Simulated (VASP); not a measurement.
**LiNbO3: single point with PBE**

LiNbO3:

```
CELL_PARAMETERS angstrom
2.25081 1.29950 3.44827
-2.25081 1.29950 3.44827
0.00000 -2.59901 3.44827
ATOMIC_POSITIONS crystal
Li 0.00000 0.00000 0.00000
Nb 0.50000 0.50000 0.50000
O 0.50000 0.50000 0.00000
O 0.00000 0.50000 0.50000
O 0.50000 0.00000 0.50000
```

```
Program                : VASP 6.6.1
Task                   : single point
Functional             : PBE
Potentials or basis    : VASP PAW PBE potentials, release 64 (Li_sv, Nb_sv, O)
Cutoff                 : 520 eV
k mesh                 : 6 × 6 × 6
Occupations            : gaussian, width 0.1 eV
Spin                   : no spin polarisation
Dipole correction      : no
Further INCAR settings : ALGO = Normal; EDIFF = 1e-06; NBANDS = 25
```

The band gap on the k mesh is zero (band 17 reaches 5.39 eV, above the bottom of band 18 at 4.69 eV).

Levels at points of the mesh, in eV from the Fermi level:
```tsv
k point	band 15	band 16	band 17	band 18	band 19	band 20
(0.00, 0.00, 0.00)	-1.53	-0.51	-0.51	-0.39	0.32	0.32
(0.50, 0.00, 0.00)	-2.99	-2.38	-1.10	0.20	1.03	1.22
(0.50, 0.50, 0.00)	-2.86	-2.57	0.19	0.93	1.15	1.61
(0.50, 0.50, 0.50)	-0.33	0.31	0.31	1.18	1.37	1.37
```

It took 24 s on 1 thread of Intel(R) Xeon(R) 6975P-C (Granite Rapids) (shared host), peak memory 0.2 GiB.
